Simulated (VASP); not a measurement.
Crystal: PtSe2.

```
CELL_PARAMETERS angstrom
3.72400 0.00000 0.00000
-1.86200 3.22508 0.00000
0.00000 0.00000 5.06200
ATOMIC_POSITIONS crystal
Pt 0.00000 0.00000 0.00000
Se 0.33333 0.66667 0.25000
Se 0.66667 0.33333 0.75000
```

Base run:

* Program: VASP 6.6.1
* Functional: PBEsol
* Potentials or basis: VASP PAW PBE potentials, release 64 (Pt, Se)
* Cutoff: 520 eV
* k mesh: 6 × 6 × 4, shifted
* Occupations: fermi-dirac, width 0.3 eV
* Spin: no spin polarisation

Its results: band gap on the k mesh zero (bands 11 and 12 overlap by 0.05 eV); pressure 2.6 GPa; largest force 0.417 eV/Å.

Question: The run is repeated on the same cell with these changes: functional from PBEsol to LDA; potentials or basis from VASP PAW PBE potentials, release 64 (Pt, Se) to VASP PAW LDA potentials, release 64 (Pt, Se). What comes out?

Answer: Band gap on the k mesh zero (bands 11 and 12 overlap by 0.07 eV); pressure 0.3 GPa; largest force 0.306 eV/Å.

Caveats: so wide a smearing shifts energies and pressures; spin-orbit coupling is left out, which moves the levels of the heavy elements; the PAW data sets were made with another functional, which shifts forces and pressure a little (at least some runs).
